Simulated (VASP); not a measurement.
NaH: vibrations by perturbation theory with PBEsol

NaH:

```
Na H
1.0
     0.00000    2.06345    2.06345
     2.06345    0.00000    2.06345
     2.06345    2.06345    0.00000
Na H
1 1
Cartesian
  0.0000 0.0000 0.0000
  2.0634 2.0634 2.0634
```

| Quantity | Value |
| --- | --- |
| Program | VASP 6.6.1 |
| Task | vibrations by perturbation theory |
| Functional | PBEsol |
| Potentials or basis | VASP PAW PBE potentials, release 64 (Na_pv, H) |
| Cutoff | 520 eV |
| k mesh | 10 × 10 × 10 |
| Occupations | gaussian, width 0.01 eV |
| Spin | no spin polarisation |
| Dipole correction | no |
| Further INCAR settings | ALGO = Normal; EDIFF = 1e-08; IBRION = 8; NSW = 1 |

* Electronic dielectric tensor (diagonal): 3.26
* Born charges (mean of the diagonal): Na +0.81; H -0.81 e
* Highest phonon frequency at Γ, LO-TO splitting left out: 1021 cm⁻¹

Phonon frequencies in cm⁻¹ (negative: imaginary):
```tsv
q point	frequencies
(0.000, 0.000, 0.000)	-1 -1 -1 1021 1021 1021
```

Electronic dielectric tensor:
```
3.26 0.00 0.00
0.00 3.26 0.00
0.00 0.00 3.26
```

Born effective charge tensors (e):
atom 1, Na
```
0.81 0.00 0.00
0.00 0.81 0.00
0.00 0.00 0.81
```
atom 2, H
```
-0.81  0.00  0.00
 0.00 -0.81  0.00
 0.00  0.00 -0.81
```

Wall time 110 s on 1 thread of AMD EPYC 7R13 Processor (Zen 3), on a shared host, peak memory 0.14 GiB.

Caveat: the cell wasn't relaxed at this level first, which shifts response properties.
